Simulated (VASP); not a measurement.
# Zr3S2 (R32) in VASP: a series of runs, part 2 of 3

VASP 6.6.1. Earlier steps stand in the parts before.

**3. Single point, PBEsol**

This run uses another cell than the first one, of 20.36 Å³/atom, 1.020 times its volume.

Contents of INCAR:

```
SYSTEM = Zr3S2
ALGO     = Normal         ! electronic algorithm
EDIFF    = 1E-6           ! SCF threshold, eV
ENCUT    = 520            ! plane-wave cutoff, eV
GGA      = PS             ! functional
ISIF     = 2              ! what is computed and relaxed
ISMEAR   = -1             ! smearing method
LASPH    = .TRUE.         ! aspherical terms in the spheres
LCHARG   = .FALSE.        ! write CHGCAR
LREAL    = .FALSE.        ! projectors in reciprocal space
LWAVE    = .FALSE.        ! write WAVECAR
NBANDS   = 32             ! bands
NELM     = 100            ! most SCF steps
PREC     = Accurate       ! precision mode
SIGMA    = 0.05           ! smearing width, eV
```

Contents of KPOINTS:

```
k-points
0
G
  5 5 5
  0 0 0
```

Contents of POSCAR:

```
Zr3S2
1.0
    2.9025379727      1.6757810799      3.4877732718
   -2.9025379727      1.6757810799      3.4877732718
    0.0000000000     -3.3515621597      3.4877732718
Zr S
3 2
Direct
    0.8387270000      0.5000000000      0.1612730000
    0.5000000000      0.1612730000      0.8387270000
    0.1612730000      0.8387270000      0.5000000000
    0.6650230000      0.6650230000      0.6650230000
    0.3349770000      0.3349770000      0.3349770000
```

Potentials or basis: VASP PAW PBE potentials, release 64 (Zr_sv, S).

Started as:

```bash
$ cat potpaw_PBE.64/Zr_sv/POTCAR potpaw_PBE.64/S/POTCAR > POTCAR
$ mpirun -np 1 vasp_std > vasp.out
```

OUTCAR:

```text
SYSTEM = Zr3S2
   EDIFF = 1E-6
   ENCUT = 520
   GGA = PS
   ISIF = 2
   ISMEAR = -1
   LASPH = .TRUE.
   LREAL = .FALSE.
   NELM = 100
   PREC = Accurate

 ion  position               nearest neighbor table
   1  0.839  0.500  0.161-   4 2.61   5 2.61   4 2.62   5 2.62   3 3.32   3 3.32   2 3.32   2 3.32
                             2 3.41   3 3.41   3 3.49   2 3.49
   2  0.500  0.161  0.839-   5 2.61   4 2.61   5 2.62   4 2.62   3 3.32   3 3.32   1 3.32   1 3.32
                             1 3.41   3 3.41   3 3.49   1 3.49
   3  0.161  0.839  0.500-   4 2.61   5 2.61   4 2.62   5 2.62   2 3.32   1 3.32   1 3.32   2 3.32
                             1 3.41   2 3.41   1 3.49   2 3.49
   4  0.665  0.665  0.665-   1 2.61   2 2.61   3 2.61   1 2.62   3 2.62   2 2.62
   5  0.335  0.335  0.335-   2 2.61   1 2.61   3 2.61   2 2.62   3 2.62   1 2.62

  LATTYP: Found a trigonal (rhomboedric) cell.
 ALAT       =     4.8370994724
 COS(alpha) =     0.2798619160

  Lattice vectors:

 A1 = (   2.9025379727,   1.6757810799,   3.4877732718)
 A2 = (  -2.9025379727,   1.6757810799,   3.4877732718)
 A3 = (   0.0000000000,  -3.3515621597,   3.4877732718)

Analysis of symmetry for initial positions (statically):
=====================================================================
 Subroutine PRICEL returns:
 Original cell was already a primitive cell.

 Routine SETGRP: Setting up the symmetry group for a
 trigonal (rhombohedral) supercell.

 Subroutine GETGRP returns: Found  6 space group operations
 (whereof  6 operations were pure point group operations)
 out of a pool of 12 trial point group operations.

The static configuration has the point symmetry D_3 .

Analysis of symmetry for dynamics (positions and initial velocities):
=====================================================================
 Subroutine PRICEL returns:
 Original cell was already a primitive cell.

 Routine SETGRP: Setting up the symmetry group for a
 trigonal (rhombohedral) supercell.

 Subroutine GETGRP returns: Found  6 space group operations
 (whereof  6 operations were pure point group operations)
 out of a pool of 12 trial point group operations.

The dynamic configuration has the point symmetry D_3 .

 Subroutine INISYM returns: Found  6 space group operations
 (whereof  6 operations are pure point group operations),
 and found     1 'primitive' translations

----------------------------------------------------------------------------------------

                                     Primitive cell

  volume of cell :     101.7876

  direct lattice vectors                    reciprocal lattice vectors
     2.902537973  1.675781080  3.487773272     0.172263035  0.099456110  0.095571962
    -2.902537973  1.675781080  3.487773272    -0.172263035  0.099456110  0.095571962
     0.000000000 -3.351562160  3.487773272     0.000000000 -0.198912219  0.095571962

  length of vectors
     4.837099472  4.837099472  4.837099472     0.220680925  0.220680925  0.220680925

  position of ions in fractional coordinates (direct lattice)
     0.838727000  0.500000000  0.161273000
     0.500000000  0.161273000  0.838727000
     0.161273000  0.838727000  0.500000000
     0.665023000  0.665023000  0.665023000
     0.334977000  0.334977000  0.334977000

  ion indices of the primitive-cell ions
   primitive index   ion index
                 1           1
                 2           2
[... 31 lines left out ...]
            Coordinates               Weight
  0.000000  0.000000  0.000000      1.000000
  0.200000 -0.000000  0.000000      6.000000
  0.400000 -0.000000 -0.000000      6.000000
  0.200000  0.200000  0.000000      6.000000
  0.400000  0.200000 -0.000000     12.000000
 -0.400000  0.200000  0.000000     12.000000
[... 11 lines left out ...]
  0.400000  0.400000  0.400000      2.000000
 -0.400000  0.400000  0.400000      6.000000
   k-points           NKPTS =     19   k-points in BZ     NKDIM =     19   number of bands    NBANDS=     32
   number of dos      NEDOS =    301   number of ions     NIONS =      5
   total plane-waves  NPLWV =  46656
   dimension x,y,z NGX =    36 NGY =   36 NGZ =   36
   dimension x,y,z NGXF=    72 NGYF=   72 NGZF=   72
   ions per type =               3   2
   NGX,Y,Z   is equivalent  to a cutoff of  12.37, 12.37, 12.37 a.u.
   NGXF,Y,Z  is equivalent  to a cutoff of  24.75, 24.75, 24.75 a.u.
 SYSTEM =  Zr3S2
   PREC   = accura    normal or accurate (medium, high low for compatibility)
   ISTART =      0    job   : 0-new  1-cont  2-samecut
   ICHARG =      2    charge: 1-file 2-atom 10-const
   ISPIN  =      1    spin polarized calculation?
   LNONCOLLINEAR =      F non collinear calculations
   LSORBIT =      F    spin-orbit coupling
   LASPH  =      T    aspherical Exc in radial PAW
   ENCUT  =  520.0 eV  38.22 Ry    6.18 a.u.   8.99  8.99  8.99*2*pi/ulx,y,z
   NELM   =    100;   NELMIN=  2; NELMDL= -5     # of ELM steps
   EDIFF  = 0.1E-05   stopping-criterion for ELM
   LREAL  =      F    real-space projection
   EDIFFG = 0.1E-04   stopping-criterion for IOM
   NSW    =      0    number of steps for IOM
   IBRION =     -1    ionic relax: 0-MD 1-quasi-New 2-CG
   NFREE  =      0    steps in history (QN), initial steepest desc. (CG)
   ISIF   =      2    stress and relaxation
   ISYM   =      2    0-nonsym 1-usesym 2-fastsym
   POTIM  = 0.5000    time-step for ionic-motion
   TEBEG  =    0.0;   TEEND  =   0.0 temperature during run
   PSTRESS=    0.0 pullay stress
   NELECT =      48.0000    total number of electrons
   NUPDOWN=      -1.0000    fix difference up-down
   EMIN   =  10.00;   EMAX   =-10.00  energy-range for DOS
   EFERMI =   0.00;   METHOD = LEGACY
   ISMEAR =    -1;   SIGMA  =   0.05  broadening in eV -4-tet -1-fermi 0-gaus
   EFERMI_NEDOS =   21; number of points for ismear=-14 and -15
   IALGO  =     38    algorithm
   IMIX   =      4    mixing-type and parameters
     AMIX     =   0.40;   BMIX     =  1.00
     AMIX_MAG =   1.60;   BMIX_MAG =  1.00
  volume/ion in A,a.u.               =      20.36       137.38
  Fermi-wavevector in a.u.,A,eV,Ry     =   1.274257  2.407996 22.092199  1.623731
  Thomas-Fermi vector in A             =   2.407035
   LORBIT       =      0    0 simple, 1 ext, 2 COOP (PROOUT), +10 PAW based schemes
   GGA     = PS    functional components
   LHFCALC =     F    Hartree Fock is set to
   AEXX    =    0.0000 exact exchange contribution
   IVDW    =     0    specifies the selected vdW correction
   LEPSILON=     F    determine dielectric tensor
   LRPA    =     F    only Hartree local field effects (RPA)
 non-spin polarized calculation
  energy-cutoff  :      520.00
  volume of cell :      101.79
 maximum number of plane-waves:      2760
   NGX = 17   NGY = 17   NGZ = 17

 number of electron      47.9999998 magnetization

 Free energy of the ion-electron system (eV)
  ---------------------------------------------------
  ext. energy  EPLUGINS =         0.00000000
  ---------------------------------------------------
  free energy    TOTEN  =       -41.88157023 eV

  energy without entropy =      -41.86392251  energy(sigma->0) =      -41.87274637

 E-fermi :   8.7507     XC(G=0): -11.0429

 val. band max:        8.7105195634   @ k =   0.2000   0.2000   0.2000
 cond. band min:       8.8123576585   @ k =   0.2000   0.2000   0.2000
 fundamental gap:      0.1018380950
 Fermi energy:         8.7507071795

 k-point     1 :       0.0000    0.0000    0.0000
  band No.  band energies     occupation
      1     -40.2533      2.00000
      2     -40.1741      2.00000
      3     -40.1741      2.00000
      4     -18.4466      2.00000
      5     -18.4466      2.00000
      6     -18.4417      2.00000
[... 654 lines left out ...]
     31      11.5591      0.00000
     32      11.9005      0.00000

------------------------ aborting loop because EDIFF is reached ----------------------------------------

  FORCE on cell =-STRESS in cart. coord.  units (eV):
  Direction    XX          YY          ZZ          XY          YZ          ZX
  --------------------------------------------------------------------------------------
  -------------------------------------------------------------------------------------
  Total       -3.0658049     -3.0658049     -3.2940823      0.0000000     -0.0000000      0.0000000
  in kB      -48.2570091    -48.2570091    -51.8501879      0.0000000     -0.0000000      0.0000000
  external PRESSURE =     -49.4547353 kB  Pullay stress =       0.0000000 kB

 VOLUME and BASIS-vectors are now :
 -----------------------------------------------------------------------------
  energy-cutoff  :      520.00
  volume of cell :      101.79
      direct lattice vectors                 reciprocal lattice vectors
     2.902537973  1.675781080  3.487773272     0.172263035  0.099456110  0.095571962
    -2.902537973  1.675781080  3.487773272    -0.172263035  0.099456110  0.095571962
     0.000000000 -3.351562160  3.487773272     0.000000000 -0.198912219  0.095571962

 POSITION                                       TOTAL-FORCE (eV/Angst)
 -----------------------------------------------------------------------------------
      0.98317      1.70290      5.23166        -0.069809     -0.120913      0.000000
      0.98317     -1.70290      5.23166        -0.069809      0.120913      0.000000
     -1.96634      0.00000      5.23166         0.139618      0.000000     -0.000000
      0.00000      0.00000      6.95835         0.000000     -0.000000     -0.006612
      0.00000      0.00000      3.50497         0.000000      0.000000      0.006612
 -----------------------------------------------------------------------------------
    total drift:                               -0.000000      0.000000      0.000000

  FREE ENERGIE OF THE ION-ELECTRON SYSTEM (eV)
  ---------------------------------------------------
  free  energy   TOTEN  =       -41.8815702347 eV

  energy  without entropy=      -41.8639225087  energy(sigma->0) =      -41.87274637
```

It took 49 s on 1 thread of Intel Xeon Platinum 8488C (Sapphire Rapids), shared host; peak memory 0.21 GiB.

Results:

| Quantity | Value |
| --- | --- |
| Free energy | -41.8816 eV |
| Pressure | -4.9 GPa |
| Largest force | 0.140 eV/Å |
| Band gap on the k mesh | zero (band 24 reaches 8.86 eV, above the bottom of band 25 at 8.65 eV) |

Forces on the atoms (eV/Å):
```
Zr  -0.070 -0.121  0.000
Zr  -0.070  0.121  0.000
Zr   0.140  0.000  0.000
S    0.000  0.000 -0.007
S    0.000  0.000  0.007
```

Caveat: the PAW data sets were made with another functional, which shifts forces and pressure a little.

**4. Single point, PBEsol**

This run uses another cell than the first one, of 20.77 Å³/atom, 1.041 times its volume.

Contents of INCAR:

```
SYSTEM = Zr3S2
ALGO = Normal ; EDIFF = 1E-7
ENCUT = 520 ; GGA = PS
ISIF = 2 ; ISMEAR = -1
LASPH = .TRUE. ; LCHARG = .FALSE.
LREAL = .FALSE. ; LWAVE = .FALSE.
NBANDS = 32 ; NELM = 80
PREC = Accurate ; SIGMA = 0.05
```

KPOINTS is that of step 3.

Edit POSCAR of step 3 so:

```diff
@@ -2,5 +2,5 @@
 1.0
-    2.9025379727      1.6757810799      3.4877732718
-   -2.9025379727      1.6757810799      3.4877732718
-    0.0000000000     -3.3515621597      3.4877732718
+    2.9315633524      1.6925388907      3.4877732718
+   -2.9315633524      1.6925388907      3.4877732718
+    0.0000000000     -3.3850777813      3.4877732718
 Zr S
```

Started as:

```bash
$ cat potpaw_PBE.64/Zr_sv/POTCAR potpaw_PBE.64/S/POTCAR > POTCAR
$ mpirun -np 1 vasp_std > vasp.out
```

Run time: 56 s. Hardware: 1 thread of Intel Xeon Platinum 8488C (Sapphire Rapids), shared host; peak memory 0.22 GiB.

The run converged. Its results:

* Free energy: -41.8060 eV
* Pressure: -7.0 GPa
* Largest force: 0.194 eV/Å
* Band gap on the k mesh: zero (band 24 reaches 8.64 eV, above the bottom of band 25 at 8.43 eV)

Forces on the atoms (eV/Å):
```
Zr  -0.097 -0.168  0.000
Zr  -0.097  0.168  0.000
Zr   0.194  0.000  0.000
S    0.000  0.000  0.001
S    0.000  0.000 -0.001
```

Stress tensor (GPa, compression positive):
```
-7.14  0.00  0.00
 0.00 -7.14  0.00
 0.00  0.00 -6.68
```

Levels at points of the mesh, in eV from the Fermi level:
| k point | band 22 | band 23 | band 24 | band 25 | band 26 | band 27 |
| --- | --- | --- | --- | --- | --- | --- |
| (0.00, 0.00, 0.00) | -1.80 | 0.10 | 0.10 | 0.68 | 0.68 | 2.01 |

Caveat: the PAW data sets were made with another functional, which shifts forces and pressure a little.

**5. Single point, PBEsol**

This run uses another cell than the first one, of 21.18 Å³/atom, 1.062 times its volume.

Contents of INCAR:

```
ALGO     = Normal         # electronic algorithm
EDIFF    = 1E-6           # SCF threshold, eV
ENCUT    = 520            # plane-wave cutoff, eV
GGA      = PS             # functional
ISIF     = 2              # what is computed and relaxed
ISMEAR   = -1             # smearing method
LASPH    = T              # aspherical terms in the spheres
LCHARG   = F              # write CHGCAR
LREAL    = F              # projectors in reciprocal space
LWAVE    = F              # write WAVECAR
NBANDS   = 32             # bands
NELM     = 80             # most SCF steps
PREC     = Accurate       # precision mode
SIGMA    = 0.05           # smearing width, eV
```

Contents of KPOINTS:

```
k-points
0
Gamma
  5 5 5
```

Edit POSCAR of step 4 so:

```diff
@@ -2,5 +2,5 @@
 1.0
-    2.9315633524      1.6925388907      3.4877732718
-   -2.9315633524      1.6925388907      3.4877732718
-    0.0000000000     -3.3850777813      3.4877732718
+    2.9605887322      1.7092967015      3.4877732718
+   -2.9605887322      1.7092967015      3.4877732718
+    0.0000000000     -3.4185934029      3.4877732718
 Zr S
```

Started as:

```bash
$ cat potpaw_PBE.64/Zr_sv/POTCAR potpaw_PBE.64/S/POTCAR > POTCAR
$ mpirun -np 1 vasp_std > vasp.out
```

It took 53 s on 1 thread of Intel Xeon Platinum 8488C (Sapphire Rapids), shared host; peak memory 0.22 GiB.

Results (log left out):

| Item | Value |
| --- | --- |
| Free energy | -41.7011 eV |
| Pressure | -8.8 GPa |
| Largest force | 0.244 eV/Å |
| Band gap on the k mesh | zero (band 24 reaches 8.43 eV, above the bottom of band 25 at 8.22 eV) |

Forces in eV/Å, atoms in the order of the input:
```
Zr  -0.122 -0.211  0.000
Zr  -0.122  0.211  0.000
Zr   0.244  0.000  0.000
S    0.000  0.000  0.010
S    0.000  0.000 -0.010
```

Stress tensor (GPa, compression positive):
```
-9.23  0.00  0.00
 0.00 -9.23  0.00
 0.00  0.00 -8.03
```

Levels at points of the mesh, in eV from the Fermi level:
```
           k point  band 20  band 21  band 22  band 23  band 24  band 25  band 26  band 27  band 28  band 29
(0.00, 0.00, 0.00)    -4.07    -2.51    -1.77     0.10     0.10     0.67     0.67     2.00     2.62     2.62
```

Caveat: the PAW data sets were made with another functional, which shifts forces and pressure a little.

(Part 2 of 3 ends here.)
